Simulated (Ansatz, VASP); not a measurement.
# One calculation of Ag, two programs

```xyz
1
Lattice="-1.6970 1.6970 1.7384 1.6970 -1.6970 1.7384 1.6970 1.6970 -1.7384" Properties=species:S:1:pos:R:3 pbc="T T T"
Ag    0.0000    0.0000    0.0000
```

Change from the starting cell: strain +0.025 along x and y, +0.050 along z, atoms carried along.

Alike in both runs: task single point; functional PBEsol; k mesh 20 × 20 × 20; occupations gaussian, width 0.15 eV; no spin polarisation.

|  | VASP | Ansatz |
| --- | --- | --- |
| version | VASP 6.6.1 | Ansatz 0.2.0 |
| potentials or method | VASP PAW PBE potentials, release 64 (Ag), cutoff 520 eV | scalar-relativistic, plane waves, PAW |
| valence electrons in the cell | 11 | 19 |

|  | VASP | Ansatz | Ansatz less VASP |
| --- | --- | --- | --- |
| gap on the k mesh at the Fermi level (eV) | none | none | - |
| pressure (GPa) | -12.3 | -12.3 | 0.00 |
| traceless stress, the component that is largest in VASP (GPa) | 0.17 | 0.17 | +0.003 |

VASP's potentials were made for PBE, not for PBEsol. A gap of «none» marks a metal or a gap that the smearing closes. With one functional, cell and mesh, what is left measures potentials, basis and numerics. VASP's potentials hold 11 valence electrons a cell and Ansatz's 19, so a difference there can come from the potentials and not from the codes.
